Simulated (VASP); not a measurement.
Input of a VASP 6.6.1 run:

Contents of INCAR:

```
PREC     = Accurate       # precision mode
ENCUT    = 520            # plane-wave cutoff, eV
EDIFF    = 1E-6           # SCF threshold, eV
ISMEAR   = -1             # smearing method
SIGMA    = 0.1            # smearing width, eV
LREAL    = Auto         
LASPH    = T              # aspherical terms in the spheres
NELM     = 80             # most SCF steps
ALGO     = Normal         # electronic algorithm
ISIF     = 2              # what is computed and relaxed
LWAVE    = F              # write WAVECAR
LCHARG   = F              # write CHGCAR
GGA      = PE             # functional
NBANDS   = 129            # bands
```

KPOINTS

```
Automatic mesh
0
Gamma
  3 3 3
```

POSCAR

```
W16O
1.0
    6.3200000000      0.0000000000      0.0000000000
    0.0000000000      6.3200000000      0.0000000000
    0.0000000000      0.0000000000      6.3200000000
W O
16 1
Direct
    0.0003572785     -0.0044091772      0.0030547468
    0.4985735759     -0.0043082278      0.0030009494
   -0.0002390823      0.4995686709      0.0017300633
    0.0000732595     -0.0034927215      0.5001632911
    0.2494409810      0.2464699367      0.2466365506
    0.4992691456      0.4995169304      0.0017389241
    0.4989618671     -0.0034564873      0.5001977848
    0.7494824367      0.2493115506      0.2505072785
    0.0330294304      0.5103148734      0.4932435127
    0.2495555380      0.7570737342      0.2434757911
    0.2493811709      0.2461870253      0.7542273734
    0.4657966772      0.5100993671      0.4934606013
    0.7494088608      0.7555515823      0.2455161392
    0.7495158228      0.2269626582      0.7754056962
    0.2494598101      0.7542781646      0.7549308544
    0.7494348101      0.7510805380      0.7510242089
    0.7494145570      0.4264572785      0.5395680380
```

Potentials or basis: VASP PAW PBE potentials, release 64 (W_sv, O).

The run is started by

```bash
$ cat potpaw_PBE.64/W_sv/POTCAR potpaw_PBE.64/O/POTCAR > POTCAR
$ mpirun -np 1 vasp_std > vasp.out
```

Question: Predict the band gap on the k mesh.

Answer: Zero (bands 115 and 116 overlap by 0.06 eV).

Question: Estimate the pressure.

Answer: 20.2 GPa.

Stress tensor (GPa, compression positive):
```
25.30  0.00  0.00
 0.00 18.29 -3.25
 0.00 -3.25 16.87
```

Caveat: spin-orbit coupling is left out, which moves the levels of the heavy elements.
